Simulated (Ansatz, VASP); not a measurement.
One calculation of Sr, two programs

```
CELL_PARAMETERS angstrom
-2.42534 2.42534 2.42534
2.42534 -2.42534 2.42534
2.42534 2.42534 -2.42534
ATOMIC_POSITIONS crystal
Sr 0.00000 0.00000 0.00000
```

Alike in both runs: task single point; functional revPBE; k mesh 10 × 10 × 10; occupations fermi-dirac, width 0.1 eV; no spin polarisation.

|  | VASP | Ansatz |
| --- | --- | --- |
| version | VASP 6.6.1 | Ansatz 0.2.0 |
| potentials or method | VASP PAW PBE potentials, release 64 (Sr_sv), cutoff 520 eV | plane waves (420 eV) with PAW, scalar-relativistic |
| valence electrons in the cell | 10 | 10 |

|  | VASP | Ansatz | Ansatz less VASP |
| --- | --- | --- | --- |
| pressure (GPa) | 0.0 | 0.0 | -0.01 |

VASP's potentials were made for PBE, not for revPBE.
